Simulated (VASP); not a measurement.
Runs of VASP 6.6.1 on C. The structure is that of space group P6_3/mmc (No. 194), or close to it. The cells are those of the table. 

| cell | k mesh | gap on the mesh (eV) | pressure (GPa) |
| --- | --- | --- | --- |
| a = 2.459, b = 2.459, c = 7.176 Å, angles 90.0, 90.0, 120.0°, 4 atoms | 14 × 14 × 4 | 1.00 | 0.6 |
| a = 2.459, b = 2.459, c = 7.176 Å, angles 90.0, 90.0, 120.0°, 4 atoms | 8 × 8 × 3 | 1.79 | 0.6 |
| a = 2.523, b = 2.523, c = 7.363 Å, angles 90.0, 90.0, 120.0°, 4 atoms | 14 × 14 × 4 | (b) | (a) |
| a = 2.356, b = 2.356, c = 6.877 Å, angles 90.0, 90.0, 120.0°, 4 atoms | 14 × 14 × 4 | 1.10 | 42.8 |

Alike in all rows: task single point; level PBEsol; potentials or basis VASP PAW PBE potentials, release 64 (C); no spin polarisation; cutoff (eV) 520; smearing fermi-dirac 0.05 eV.

Problem. Fill in the values left out.

Solution. (a) -17.1; (b) 0.94.

Caveats: the PAW data sets were made with another functional, which shifts forces and pressure a little; this functional lacks dispersion, which binds the layers, so the pressure and a relaxed spacing across them are unreliable.

A k mesh can miss the band edges.
